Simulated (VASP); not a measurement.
# Sc4As3 (I-43d) in VASP: notebook

Sc4As3 is run at these levels: PBE; tasks: single point.

All numbers are computed with VASP 6.6.1; they aren't measurements. Logs are shortened: lines on timing, memory, paths and dates and some standing lists are left out, and cuts for length are marked.

### Step 1. The cell of the first run

Symmetry: I-43d, No. 220, cubic system. The conventional cell has a = 8.178 Å, b = 8.178 Å, c = 8.178 Å, α = 90.00°, β = 90.00°, γ = 90.00°. Sc (site symmetry 3) has 6 As at 2.71 to 2.95 Å and 5 Sc at 3.16 to 3.54 Å within 3.6 Å. As (site symmetry -4) has 8 Sc at 2.71 to 2.95 Å within 3.6 Å.

### Step 2. Single point, PBE

File INCAR:

```
SYSTEM = Sc4As3
  ALGO = Fast
  EDIFF = 1E-6
  ENCUT = 520
  GGA = PE
  ISIF = 2
  ISMEAR = 0
  LASPH = .TRUE.
  LCHARG = .FALSE.
  LREAL = .FALSE.
  LWAVE = .FALSE.
  NBANDS = 72
  NELM = 60
  PREC = Accurate
  SIGMA = 0.1
```

File KPOINTS:

```
k-points
0
G
  6 6 6
  0 0 0
```

File POSCAR:

```
Sc4As3
1.0
   -4.0890977420      4.0890977420      4.0890977420
    4.0890977420     -4.0890977420      4.0890977420
    4.0890977420      4.0890977420     -4.0890977420
Sc As
8 6
Direct
    0.5000000000      0.0000000000      0.3604198623
    0.6395801377      0.6395801377      0.6395801377
    0.0000000000      0.3604198623      0.5000000000
    0.3604198623      0.5000000000      0.0000000000
    0.8604198623      0.5000000000      0.0000000000
    0.5000000000      0.0000000000      0.8604198623
    0.0000000000      0.8604198623      0.5000000000
    0.1395801377      0.1395801377      0.1395801377
    0.3750000000      0.2500000000      0.6250000000
    0.6250000000      0.3750000000      0.2500000000
    0.2500000000      0.6250000000      0.3750000000
    0.7500000000      0.8750000000      0.1250000000
    0.1250000000      0.7500000000      0.8750000000
    0.8750000000      0.1250000000      0.7500000000
```

Potentials or basis: VASP PAW PBE potentials, release 64 (Sc_sv, As).

Run with:

```sh
cat potpaw_PBE.64/Sc_sv/POTCAR potpaw_PBE.64/As/POTCAR > POTCAR
mpirun -np 1 vasp_std > vasp.out
```

OUTCAR:

```text
SYSTEM = Sc4As3
   EDIFF = 1E-6
   ENCUT = 520
   GGA = PE
   ISIF = 2
   ISMEAR = 0
   LASPH = .TRUE.
   LREAL = .FALSE.
   NELM = 60
   PREC = Accurate

 ion  position               nearest neighbor table
   1  0.500  0.000  0.360-  11 2.71   9 2.71  14 2.71  13 2.95  12 2.95  10 2.95   3 3.16   8 3.16
                             4 3.16
   2  0.640  0.640  0.640-   9 2.71  10 2.71  11 2.71  12 2.95  13 2.95  14 2.95   6 3.16   5 3.16
                             7 3.16
   3  0.000  0.360  0.500-  10 2.71  11 2.71  13 2.71  12 2.95   9 2.95  14 2.95   1 3.16   4 3.16
                             8 3.16
   4  0.360  0.500  0.000-   9 2.71  10 2.71  12 2.71  11 2.95  13 2.95  14 2.95   1 3.16   3 3.16
                             8 3.16
   5  0.860  0.500  0.000-  11 2.71  13 2.71  14 2.71  12 2.95  10 2.95   9 2.95   6 3.16   7 3.16
                             2 3.16
   6  0.500  0.000  0.860-  13 2.71  12 2.71  10 2.71   9 2.95  11 2.95  14 2.95   5 3.16   2 3.16
                             7 3.16
   7  0.000  0.860  0.500-   9 2.71  12 2.71  14 2.71  10 2.95  13 2.95  11 2.95   6 3.16   5 3.16
                             2 3.16
   8  0.140  0.140  0.140-  12 2.71  13 2.71  14 2.71   9 2.95  10 2.95  11 2.95   1 3.16   3 3.16
                             4 3.16
   9  0.375  0.250  0.625-   1 2.71   2 2.71   4 2.71   7 2.71   5 2.95   6 2.95   3 2.95   8 2.95
[... 7 lines left out ...]
  13  0.125  0.750  0.875-   6 2.71   5 2.71   3 2.71   8 2.71   2 2.95   1 2.95   7 2.95   4 2.95

  14  0.875  0.125  0.750-   1 2.71   5 2.71   7 2.71   8 2.71   2 2.95   3 2.95   4 2.95   6 2.95

  LATTYP: Found a body centered cubic cell.
 ALAT       =     8.1781954840

  Lattice vectors:

 A1 = (  -4.0890977420,   4.0890977420,   4.0890977420)
 A2 = (   4.0890977420,  -4.0890977420,   4.0890977420)
 A3 = (   4.0890977420,   4.0890977420,  -4.0890977420)

Analysis of symmetry for initial positions (statically):
=====================================================================
 Subroutine PRICEL returns:
 Original cell was already a primitive cell.

 Routine SETGRP: Setting up the symmetry group for a
 body centered cubic supercell.

 Subroutine GETGRP returns: Found 24 space group operations
 (whereof  3 operations were pure point group operations)
 out of a pool of 48 trial point group operations.

The static configuration has the point symmetry C_3 .
 The point group associated with its full space group is T_d .

Analysis of symmetry for dynamics (positions and initial velocities):
=====================================================================
 Subroutine PRICEL returns:
 Original cell was already a primitive cell.

 Routine SETGRP: Setting up the symmetry group for a
 body centered cubic supercell.

 Subroutine GETGRP returns: Found 24 space group operations
 (whereof  3 operations were pure point group operations)
 out of a pool of 48 trial point group operations.

The dynamic configuration has the point symmetry C_3 .
 The point group associated with its full space group is T_d .

 Subroutine INISYM returns: Found 24 space group operations
 (whereof  3 operations are pure point group operations),
 and found     1 'primitive' translations

----------------------------------------------------------------------------------------

                                     Primitive cell

  volume of cell :     273.4906

  direct lattice vectors                    reciprocal lattice vectors
    -4.089097742  4.089097742  4.089097742     0.000000000  0.122276363  0.122276363
     4.089097742 -4.089097742  4.089097742     0.122276363  0.000000000  0.122276363
     4.089097742  4.089097742 -4.089097742     0.122276363  0.122276363  0.000000000

  length of vectors
     7.082525046  7.082525046  7.082525046     0.172924891  0.172924891  0.172924891

  position of ions in fractional coordinates (direct lattice)
     0.500000000  0.000000000  0.360419862
     0.639580138  0.639580138  0.639580138
     0.000000000  0.360419862  0.500000000
     0.360419862  0.500000000  0.000000000
     0.860419862  0.500000000  0.000000000
     0.500000000  0.000000000  0.860419862
     0.000000000  0.860419862  0.500000000
     0.139580138  0.139580138  0.139580138
     0.375000000  0.250000000  0.625000000
     0.625000000  0.375000000  0.250000000
     0.250000000  0.625000000  0.375000000
     0.750000000  0.875000000  0.125000000
[... 34 lines left out ...]

  Length of vectors
     0.028820815  0.028820815  0.028820815

  Shift w.r.t. Gamma in fractional coordinates (k-lattice)
     0.000000000  0.000000000  0.000000000

 Subroutine IBZKPT returns following result:
 ===========================================

 Found     16 irreducible k-points:

 Following reciprocal coordinates:
            Coordinates               Weight
  0.000000  0.000000  0.000000      1.000000
  0.166667  0.000000  0.000000     12.000000
  0.333333  0.000000  0.000000     12.000000
  0.500000  0.000000  0.000000      6.000000
  0.166667  0.166667  0.000000     24.000000
  0.333333  0.166667 -0.000000     48.000000
[... 8 lines left out ...]
  0.500000  0.500000  0.333333     12.000000
  0.500000  0.500000  0.500000      1.000000
   k-points           NKPTS =     16   k-points in BZ     NKDIM =     16   number of bands    NBANDS=     72
   number of dos      NEDOS =    301   number of ions     NIONS =     14
   total plane-waves  NPLWV = 157464
   dimension x,y,z NGX =    54 NGY =   54 NGZ =   54
   dimension x,y,z NGXF=   108 NGYF=  108 NGZF=  108
   ions per type =               8   6
   NGX,Y,Z   is equivalent  to a cutoff of  12.68, 12.68, 12.68 a.u.
   NGXF,Y,Z  is equivalent  to a cutoff of  25.35, 25.35, 25.35 a.u.
 SYSTEM =  Sc4As3
   PREC   = accura    normal or accurate (medium, high low for compatibility)
   ISTART =      0    job   : 0-new  1-cont  2-samecut
   ICHARG =      2    charge: 1-file 2-atom 10-const
   ISPIN  =      1    spin polarized calculation?
   LNONCOLLINEAR =      F non collinear calculations
   LSORBIT =      F    spin-orbit coupling
   LASPH  =      T    aspherical Exc in radial PAW
   ENCUT  =  520.0 eV  38.22 Ry    6.18 a.u.  13.17 13.17 13.17*2*pi/ulx,y,z
   NELM   =     60;   NELMIN=  2; NELMDL= -5     # of ELM steps
   EDIFF  = 0.1E-05   stopping-criterion for ELM
   LREAL  =      F    real-space projection
   EDIFFG = 0.1E-04   stopping-criterion for IOM
   NSW    =      0    number of steps for IOM
   IBRION =     -1    ionic relax: 0-MD 1-quasi-New 2-CG
   NFREE  =      0    steps in history (QN), initial steepest desc. (CG)
   ISIF   =      2    stress and relaxation
   ISYM   =      2    0-nonsym 1-usesym 2-fastsym
   POTIM  = 0.5000    time-step for ionic-motion
   TEBEG  =    0.0;   TEEND  =   0.0 temperature during run
   PSTRESS=    0.0 pullay stress
   NELECT =     118.0000    total number of electrons
   NUPDOWN=      -1.0000    fix difference up-down
   EMIN   =  10.00;   EMAX   =-10.00  energy-range for DOS
   EFERMI =   0.00;   METHOD = LEGACY
   ISMEAR =     0;   SIGMA  =   0.10  broadening in eV -4-tet -1-fermi 0-gaus
   EFERMI_NEDOS =   21; number of points for ismear=-14 and -15
   IALGO  =     68    algorithm
   IMIX   =      4    mixing-type and parameters
     AMIX     =   0.40;   BMIX     =  1.00
     AMIX_MAG =   1.60;   BMIX_MAG =  1.00
  volume/ion in A,a.u.               =      19.54       131.83
  Fermi-wavevector in a.u.,A,eV,Ry     =   1.237052  2.337690 20.820969  1.530298
  Thomas-Fermi vector in A             =   2.371635
   LORBIT       =      0    0 simple, 1 ext, 2 COOP (PROOUT), +10 PAW based schemes
   GGA     = PE    functional components
   LHFCALC =     F    Hartree Fock is set to
   AEXX    =    0.0000 exact exchange contribution
   IVDW    =     0    specifies the selected vdW correction
   LEPSILON=     F    determine dielectric tensor
   LRPA    =     F    only Hartree local field effects (RPA)
 non-spin polarized calculation
 RMM-DIIS sequential band-by-band and
 Gauss-broadening in eV      SIGMA  =   0.10
  energy-cutoff  :      520.00
  volume of cell :      273.49
 maximum number of plane-waves:      7404
 NGX is ok and might be reduce to    54
   NGX = 27   NGY = 27   NGZ = 27

 number of electron     118.0000032 magnetization

 Free energy of the ion-electron system (eV)
  ---------------------------------------------------
  ext. energy  EPLUGINS =         0.00000000
  ---------------------------------------------------
  free energy    TOTEN  =       -94.91526979 eV

  energy without entropy =      -94.84149679  energy(sigma->0) =      -94.87838329

 E-fermi :   5.8596     XC(G=0): -10.6626

 val. band max:        5.8555629461   @ k =   0.3333   0.1667   0.1667
 cond. band min:       5.8601481470   @ k =   0.3333   0.1667  -0.0000
 fundamental gap:      0.0045852009
 Fermi energy:         5.8595669445

 k-point     1 :       0.0000    0.0000    0.0000
  band No.  band energies     occupation
      1     -43.8310      2.00000
      2     -43.8162      2.00000
      3     -43.7960      2.00000
      4     -43.7960      2.00000
      5     -43.7960      2.00000
      6     -43.7906      2.00000
[... 1173 lines left out ...]
     70       7.7506      0.00000
     71       7.8068      0.00000
 [bands above 71 left out]

------------------------ aborting loop because EDIFF is reached ----------------------------------------

  FORCE on cell =-STRESS in cart. coord.  units (eV):
  Direction    XX          YY          ZZ          XY          YZ          ZX
  --------------------------------------------------------------------------------------
  -------------------------------------------------------------------------------------
  Total        0.4844641      0.4844641      0.4844641      0.0000000      0.0000000     -0.0000000
  in kB        2.8381130      2.8381130      2.8381130      0.0000000      0.0000000     -0.0000000
  external PRESSURE =       2.8381130 kB  Pullay stress =       0.0000000 kB

 VOLUME and BASIS-vectors are now :
 -----------------------------------------------------------------------------
  energy-cutoff  :      520.00
  volume of cell :      273.49
      direct lattice vectors                 reciprocal lattice vectors
    -4.089097742  4.089097742  4.089097742     0.000000000  0.122276363  0.122276363
     4.089097742 -4.089097742  4.089097742     0.122276363  0.000000000  0.122276363
     4.089097742  4.089097742 -4.089097742     0.122276363  0.122276363  0.000000000

 POSITION                                       TOTAL-FORCE (eV/Angst)
 -----------------------------------------------------------------------------------
     -0.57076      3.51834      0.57076        -0.004634     -0.004634      0.004634
      2.61531      2.61531      2.61531         0.004634      0.004634      0.004634
      3.51834      0.57076     -0.57076        -0.004634      0.004634     -0.004634
      0.57076     -0.57076      3.51834         0.004634     -0.004634     -0.004634
     -1.47379      1.47379      5.56289         0.004634     -0.004634     -0.004634
      1.47379      5.56289     -1.47379        -0.004634     -0.004634      0.004634
      5.56289     -1.47379      1.47379        -0.004634      0.004634     -0.004634
      0.57076      0.57076      0.57076         0.004634      0.004634      0.004634
      2.04455      3.06682      0.00000         0.000000     -0.000000     -0.000000
      0.00000      2.04455      3.06682         0.000000     -0.000000     -0.000000
      3.06682      0.00000      2.04455         0.000000     -0.000000      0.000000
      1.02227      0.00000      6.13365         0.000000     -0.000000     -0.000000
      6.13365      1.02227      0.00000         0.000000     -0.000000      0.000000
      0.00000      6.13365      1.02227         0.000000     -0.000000     -0.000000
 -----------------------------------------------------------------------------------
    total drift:                                0.000000      0.000000      0.000000

  FREE ENERGIE OF THE ION-ELECTRON SYSTEM (eV)
  ---------------------------------------------------
  free  energy   TOTEN  =       -94.9152697899 eV

  energy  without entropy=      -94.8414967857  energy(sigma->0) =      -94.87838329
```

Wall time 6.5 min (1 thread of Intel Xeon 6975P-C (Granite Rapids), shared host); peak memory 0.53 GiB.

What came out:

```yaml
Free_energy: -94.9153 eV
Pressure: 0.3 GPa
Largest_force: 0.008 eV/Å
Band_gap_on_the_k_mesh: zero (bands 59 and 60 overlap by 0.46 eV)
```

Forces on the atoms (eV/Å):
```
Sc  -0.005 -0.005  0.005
Sc   0.005  0.005  0.005
Sc  -0.005  0.005 -0.005
Sc   0.005 -0.005 -0.005
Sc   0.005 -0.005 -0.005
Sc  -0.005 -0.005  0.005
Sc  -0.005  0.005 -0.005
Sc   0.005  0.005  0.005
As   0.000  0.000  0.000
As   0.000  0.000  0.000
As   0.000  0.000  0.000
As   0.000  0.000  0.000
As   0.000  0.000  0.000
As   0.000  0.000  0.000
```

Levels at points of the mesh, in eV from the Fermi level:
```
           k point  band 57  band 58  band 59  band 60  band 61  band 62
(0.00, 0.00, 0.00)    -0.41    -0.41    -0.09    -0.09    -0.09     0.47
(0.50, 0.00, 0.00)    -0.17    -0.17     0.04     0.04     0.28     0.28
(0.50, 0.50, 0.50)    -0.28    -0.28    -0.28    -0.28    -0.28    -0.28
```

(Continued in part 2 of 2.)
